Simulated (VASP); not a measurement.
# Ga16HN16 (a cell with a defect) in VASP: a series of runs, part 2 of 2

VASP 6.6.1. The steps go on from the part before.

## Step 3: Single point, PBE (with an interstitial atom, then relaxed in part)

INCAR reads:

```
  ALGO = Normal
  EDIFF = 1E-7
  ENCUT = 520
  GGA = PE
  ISIF = 2
  ISMEAR = 0
  LASPH = T
  LCHARG = F
  LREAL = Auto
  LWAVE = F
  NBANDS = 166
  NELECT = 288.0
  NELM = 100
  PREC = Accurate
  SIGMA = 0.01
```

KPOINTS reads:

```
Automatic mesh
0
Gamma
  2 2 2
  0.5 0.5 0.5
```

POSCAR reads:

```
Ga16HN16
1.0
   -4.5484769755      4.5484769755      4.5484769755
    4.5484769755     -4.5484769755      4.5484769755
    4.5484769755      4.5484769755     -4.5484769755
Ga N H
16 16 1
Direct
    0.4998961471     -0.0010918961      0.4998961471
    0.5059692591      0.2500000000      0.2500000000
    0.4998961471      0.4998961471     -0.0010918961
    0.7509880431      0.7509880431      0.5010918961
    0.5010918961      0.7509880431      0.7509880431
    0.7490119569      0.0001038529      0.2500000000
    0.7490119569      0.2500000000      0.0001038529
   -0.0010918961      0.4998961471      0.4998961471
    0.7509880431      0.5010918961      0.7509880431
    0.0001038529      0.7490119569      0.2500000000
   -0.0059692591     -0.0059692591     -0.0059692591
    0.2500000000      0.2500000000      0.5059692591
    0.0001038529      0.2500000000      0.7490119569
    0.2500000000      0.5059692591      0.2500000000
    0.2500000000      0.7490119569      0.0001038529
    0.2500000000      0.0001038529      0.7490119569
    0.7500000000      0.0000000000      0.5000000000
    0.7518993130      0.2500000000      0.2500000000
    0.7500000000      0.5000000000      0.0000000000
    0.0000000000      0.7500000000      0.5000000000
    0.7481006870      0.7481006870      0.7481006870
    0.0002556465      0.0002556465      0.2500000000
    0.0002556465      0.2500000000      0.0002556465
    0.2500000000      0.4997443535      0.4997443535
    0.0000000000      0.5000000000      0.7500000000
    0.2500000000      0.7518993130      0.2500000000
    0.2500000000      0.0002556465      0.0002556465
    0.4997443535      0.2500000000      0.4997443535
    0.2500000000      0.2500000000      0.7518993130
    0.4997443535      0.4997443535      0.2500000000
    0.5000000000      0.7500000000      0.0000000000
    0.5000000000      0.0000000000      0.7500000000
    0.2500000000      0.2500000000      0.2500000000
```

Potentials or basis: VASP PAW PBE potentials, release 64 (Ga_d, N, H).

The run is started by

```bash
cat potpaw_PBE.64/Ga_d/POTCAR potpaw_PBE.64/N/POTCAR potpaw_PBE.64/H/POTCAR > POTCAR
mpirun -np 1 vasp_std > vasp.out
```

OUTCAR:

```text
EDIFF = 1E-7
   ENCUT = 520
   GGA = PE
   ISIF = 2
   ISMEAR = 0
   LASPH = T
   LREAL = Auto
   NELECT = 288.0
   NELM = 100
   PREC = Accurate

 ion  position               nearest neighbor table
   1  0.500  0.999  0.500-  26 1.96  17 1.97  32 1.97  28 1.98
   2  0.506  0.250  0.250-  18 1.94  27 1.98  28 1.98  30 1.98
   3  0.500  0.500  0.999-  29 1.96  19 1.97  31 1.97  30 1.98
   4  0.751  0.751  0.501-  21 1.96  20 1.97  17 1.97  30 1.98
   5  0.501  0.751  0.751-  21 1.96  31 1.97  32 1.97  24 1.98
   6  0.749  0.000  0.250-  18 1.96  17 1.97  31 1.97  22 1.98
[... 24 lines left out ...]
  31  0.500  0.750  0.000-   3 1.97   6 1.97  15 1.97   5 1.97
[... 560 lines left out ...]
  Total       -7.4722073     -7.4722073     -7.4722073      0.0000000     -0.0000000      0.0000000
  in kB      -31.8054469    -31.8054469    -31.8054469      0.0000000     -0.0000000      0.0000000
  external PRESSURE =     -31.8054469 kB  Pullay stress =       0.0000000 kB

 VOLUME and BASIS-vectors are now :
 -----------------------------------------------------------------------------
  energy-cutoff  :      520.00
  volume of cell :      376.41
      direct lattice vectors                 reciprocal lattice vectors
    -4.548476975  4.548476975  4.548476975     0.000000000  0.109926906  0.109926906
     4.548476975 -4.548476975  4.548476975     0.109926906  0.000000000  0.109926906
     4.548476975  4.548476975 -4.548476975     0.109926906  0.109926906  0.000000000

 POSITION                                       TOTAL-FORCE (eV/Angst)
 -----------------------------------------------------------------------------------
      4.54351      0.00402      4.54351         0.017386      0.017958      0.017386
     -0.02715      2.30139      2.30139        -0.002050      0.002050      0.002050
      4.54351      4.54351      0.00402         0.017386      0.017386      0.017958
      2.27920      2.27920      4.55250        -0.017386     -0.017386      0.017958
      4.55250      2.27920      2.27920         0.017958     -0.017386     -0.017386
     -2.26927      4.54351      2.27022        -0.017386      0.017386     -0.017958
[... 25 lines left out ...]
      1.13712      5.68560     -1.13712        -0.000000      0.000000      0.000000
      1.13712      1.13712      1.13712        -0.000000      0.000000      0.000000
 -----------------------------------------------------------------------------------
    total drift:                                0.000012      0.000012      0.000013

  FREE ENERGIE OF THE ION-ELECTRON SYSTEM (eV)
  ---------------------------------------------------
  free  energy   TOTEN  =      -200.2622434668 eV

  energy  without entropy=     -200.2622434668  energy(sigma->0) =     -200.26224347
```

stdout:

```text
POSCAR found type information on POSCAR GaN H
 POSCAR found :  3 types and      33 ions
 scaLAPACK will be used
 LDA part: xc-table for (Slater+PW92), standard interpolation
 POSCAR, INCAR and KPOINTS ok, starting setup
 FFT: planning ... GRIDC
 FFT: planning ... GRID_SOFT
 FFT: planning ... GRID
 WAVECAR not read
 entering main loop
 the old and the new charge density differ
 old charge density:   289.00000 new  288.00003
    0.298E+01
```

It took 14 min on 1 thread of AMD EPYC, shared host; peak memory 0.49 GiB.

Results:

* Free energy: -200.2622 eV
* Largest force: 0.030 eV/Å

Forces on the atoms (eV/Å):
```
Ga   0.017  0.018  0.017
Ga  -0.002  0.002  0.002
Ga   0.017  0.017  0.018
Ga  -0.017 -0.017  0.018
Ga   0.018 -0.017 -0.017
Ga  -0.017  0.017 -0.018
Ga  -0.017 -0.018  0.017
Ga   0.018  0.017  0.017
Ga  -0.017  0.018 -0.017
Ga   0.017 -0.017 -0.018
Ga  -0.002 -0.002 -0.002
Ga   0.002  0.002 -0.002
Ga   0.017 -0.018 -0.017
Ga   0.002 -0.002  0.002
Ga  -0.018 -0.017  0.017
Ga  -0.018  0.017 -0.017
N    0.000  0.000  0.000
N    0.011 -0.011 -0.011
N    0.000  0.000  0.000
N    0.000  0.000  0.000
N    0.011  0.011  0.011
N    0.000  0.000  0.007
N    0.000  0.007  0.000
N   -0.007  0.000  0.000
N    0.000  0.000  0.000
N   -0.011  0.011 -0.011
N    0.007  0.000  0.000
N    0.000 -0.007  0.000
N   -0.011 -0.011  0.011
N    0.000  0.000 -0.007
N    0.000  0.000  0.000
N    0.000  0.000  0.000
H    0.000  0.000  0.000
```

Caveat: the cell carries a net charge on a neutralising background, which shifts energy and pressure; the cell differs from its parent crystal (with an interstitial atom, then relaxed in part); the cell is charged against a uniform background, so pressure and absolute levels hang on convention.

## Step 4: Single point, PBE (with an interstitial atom, then relaxed in part)

INCAR reads:

```
PREC = Accurate ; ENCUT = 520
EDIFF = 1E-7 ; ISMEAR = 0
SIGMA = 0.01 ; LREAL = Auto
LASPH = T ; NELM = 80
ALGO = Normal ; ISIF = 2
LWAVE = F ; LCHARG = F
GGA = PE ; NELECT = 290.0
NBANDS = 166
```

KPOINTS is that of step 3.

POSCAR reads:

```
Ga16HN16
1.0
   -4.5484769755      4.5484769755      4.5484769755
    4.5484769755     -4.5484769755      4.5484769755
    4.5484769755      4.5484769755     -4.5484769755
Ga N H
16 16 1
Direct
    0.5008587767     -0.0022031865      0.5008587767
    0.4884823946      0.2500000000      0.2500000000
    0.5008587767      0.5008587767     -0.0022031865
    0.7530619632      0.7530619632      0.5022031865
    0.5022031865      0.7530619632      0.7530619632
    0.7469380368     -0.0008587767      0.2500000000
    0.7469380368      0.2500000000     -0.0008587767
   -0.0022031865      0.5008587767      0.5008587767
    0.7530619632      0.5022031865      0.7530619632
   -0.0008587767      0.7469380368      0.2500000000
    0.0115176054      0.0115176054      0.0115176054
    0.2500000000      0.2500000000      0.4884823946
   -0.0008587767      0.2500000000      0.7469380368
    0.2500000000      0.4884823946      0.2500000000
    0.2500000000      0.7469380368     -0.0008587767
    0.2500000000     -0.0008587767      0.7469380368
    0.7500000000      0.0000000000      0.5000000000
    0.7467996212      0.2500000000      0.2500000000
    0.7500000000      0.5000000000      0.0000000000
    0.0000000000      0.7500000000      0.5000000000
    0.7532003788      0.7532003788      0.7532003788
   -0.0096507587     -0.0096507587      0.2500000000
   -0.0096507587      0.2500000000     -0.0096507587
    0.2500000000      0.5096507587      0.5096507587
    0.0000000000      0.5000000000      0.7500000000
    0.2500000000      0.7467996212      0.2500000000
    0.2500000000     -0.0096507587     -0.0096507587
    0.5096507587      0.2500000000      0.5096507587
    0.2500000000      0.2500000000      0.7467996212
    0.5096507587      0.5096507587      0.2500000000
    0.5000000000      0.7500000000      0.0000000000
    0.5000000000      0.0000000000      0.7500000000
    0.2500000000      0.2500000000      0.2500000000
```

The run is started by

```bash
cat potpaw_PBE.64/Ga_d/POTCAR potpaw_PBE.64/N/POTCAR potpaw_PBE.64/H/POTCAR > POTCAR
mpirun -np 1 vasp_std > vasp.out
```

Run time: 12 min. Hardware: 1 thread of AMD EPYC, shared host; peak memory 0.5 GiB.

Results (log left out):

- Free energy: -189.1122 eV
- Largest force: 0.013 eV/Å

Forces in eV/Å, atoms in the order of the input:
```
Ga  -0.003 -0.004 -0.003
Ga   0.006 -0.006 -0.006
Ga  -0.003 -0.003 -0.004
Ga   0.003  0.003 -0.004
Ga  -0.004  0.003  0.003
Ga   0.003 -0.003  0.004
Ga   0.003  0.004 -0.003
Ga  -0.004 -0.003 -0.003
Ga   0.003 -0.004  0.003
Ga  -0.003  0.003  0.004
Ga   0.006  0.006  0.006
Ga  -0.006 -0.006  0.006
Ga  -0.003  0.004  0.003
Ga  -0.006  0.006 -0.006
Ga   0.004  0.003 -0.003
Ga   0.004 -0.003  0.003
N    0.000  0.000  0.000
N   -0.008  0.008  0.008
N    0.000  0.000  0.000
N    0.000  0.000  0.000
N   -0.008 -0.008 -0.008
N    0.000  0.000 -0.001
N    0.000 -0.001  0.000
N    0.001  0.000  0.000
N    0.000  0.000  0.000
N    0.008 -0.008  0.008
N   -0.001  0.000  0.000
N    0.000  0.001  0.000
N    0.008  0.008 -0.008
N    0.000  0.000  0.001
N    0.000  0.000  0.000
N    0.000  0.000  0.000
H    0.000  0.000  0.000
```

Levels at points of the mesh, in eV from the Fermi level:
```
           k point  band 143  band 144  band 145  band 146  band 147  band 148
(0.25, 0.25, 0.25)     -1.21     -1.21     -0.16      3.10      3.10      3.10
```

Caveat: the cell carries a net charge on a neutralising background, which shifts energy and pressure; the cell differs from its parent crystal (with an interstitial atom, then relaxed in part); the cell is charged against a uniform background, so pressure and absolute levels hang on convention.
